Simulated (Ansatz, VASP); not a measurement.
## LiH: VASP beside Ansatz

```
Li H
1.0
     0.00000    2.00299    2.00299
     2.00299    0.00000    2.00299
     2.00299    2.00299    0.00000
Li H
1 1
Direct
  0.00000 0.00000 0.00000
  0.50000 0.50000 0.50000
```

Alike in both runs: task single point; functional PBEsol; k mesh 8 × 8 × 8; occupations methfessel-paxton of order 1, width 0.2 eV; no spin polarisation.

|  | VASP | Ansatz |
| --- | --- | --- |
| version | VASP 6.6.1 | Ansatz 0.2.0 |
| potentials or method | VASP PAW PBE potentials, release 64 (Li_sv, H) | plane waves |
| plane-wave cutoff (eV) | 750 | 420 |
| valence electrons in the cell | 4 | 4 |

Ansatz gave:

| Item | Value |
| --- | --- |
| gap on the k mesh at the Fermi level (eV) | 2.74 |
| pressure (GPa) | -0.7 |

What did VASP give for the same quantities?

gap on the k mesh at the Fermi level (eV): 2.75; pressure (GPa): -0.8.

VASP's potentials were made for PBE, not for PBEsol. The functional is the same, so the differences come from potentials, cutoffs and numerics.
